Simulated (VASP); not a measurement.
Set up this calculation in VASP 6.6.1, as the native input.

| Property | Result |
| --- | --- |
| Task | single point |
| Functional | PBE |
| Potentials or basis | VASP PAW PBE potentials, release 64 (Si) |
| Cutoff | 520 eV |
| k mesh | 4 × 4 × 6 |
| Occupations | gaussian, width 0.1 eV |
| Spin | no spin polarisation |
| Dipole correction | no |
| Further INCAR settings | ALGO = Normal; EDIFF = 1e-06; NBANDS = 21 |

The structure of Si lies in POSCAR:

```
Si
1.0
    5.6971331500      0.0000000000      0.0000000000
    0.0000000000      6.3245727400      0.0000000000
    0.0000000000      0.0000000000      3.1094832000
Si
6
Direct
    0.5000000000      0.0000000000      0.0000000000
    0.0000000000      0.5000000000      0.5000000000
    0.2093250000      0.6587907500      0.0000000000
    0.7906750000      0.3412092500      0.0000000000
    0.7093250000      0.8412092500      0.5000000000
    0.2906750000      0.1587907500      0.5000000000
```

The cell was built from a structure type or drawn by symmetry, and may not be a known phase.

These files were run (other wordings do the same):

INCAR

```
PREC = Accurate ; ENCUT = 520
EDIFF = 1E-6 ; ISMEAR = 0
SIGMA = 0.1 ; LREAL = False
LASPH = True ; NELM = 100
ALGO = Normal ; ISIF = 2
LWAVE = False ; LCHARG = False
GGA = PE ; NBANDS = 21
```

KPOINTS

```
regular mesh
0
Gamma
  4 4 6
```

Potentials or basis: VASP PAW PBE potentials, release 64 (Si).

Run with:

```bash
$ cat potpaw_PBE.64/Si/POTCAR > POTCAR
$ mpirun -np 1 vasp_std > vasp.out
```

It gave:

| Item | Value |
| --- | --- |
| Pressure | 13.1 GPa |
| Largest force | 3.138 eV/Å |
| Band gap on the k mesh | zero (bands 12 and 13 overlap by 4.05 eV) |

Caveat: the cell stands under pressure; forces of over 1 eV/Å act on the atoms, so gaps and moduli don't describe the material at rest.

Wall time 28 s on 1 thread of Intel(R) Xeon(R) 6975P-C (Granite Rapids) (shared host), peak memory 0.23 GiB.
